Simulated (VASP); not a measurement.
The system is AlCu.

```
Al Cu
1.0
     3.03695    0.00000    0.00000
     0.00000    3.03695    0.00000
     0.00000    0.00000    3.03695
Al Cu
1 1
Direct
  0.00000 0.00000 0.00000
  0.50000 0.50000 0.50000
```

Base run:

| Property | Result |
| --- | --- |
| Program | VASP 6.6.1 |
| Functional | PBEsol |
| Potentials or basis | VASP PAW PBE potentials, release 64 (Al, Cu_sv_GW) |
| Cutoff | 700 eV |
| k mesh | 10 × 10 × 10 |
| Occupations | methfessel-paxton, width 0.1 eV |
| Spin | no spin polarisation |

Its results: band gap on the k mesh zero (band 11 reaches 12.20 eV, above the bottom of band 12 at 7.64 eV); pressure -9.9 GPa.

Q: The run is repeated on the same cell with these changes: potentials or basis from VASP PAW PBE potentials, release 64 (Al, Cu_sv_GW) to VASP PAW PBE potentials, release 64 (Al, Cu); cutoff from 700 eV to 520 eV; further incar settings from ALGO = Normal; EDIFF = 1e-06; NBANDS = 18 to ALGO = Normal; EDIFF = 1e-06; NBANDS = 14; valence electrons from 22 to 14. What comes out?

A: Band gap on the k mesh zero (band 7 reaches 12.22 eV, above the bottom of band 8 at 7.65 eV); pressure -7.0 GPa.

Caveats: the PAW data sets were made with another functional, which shifts forces and pressure a little.
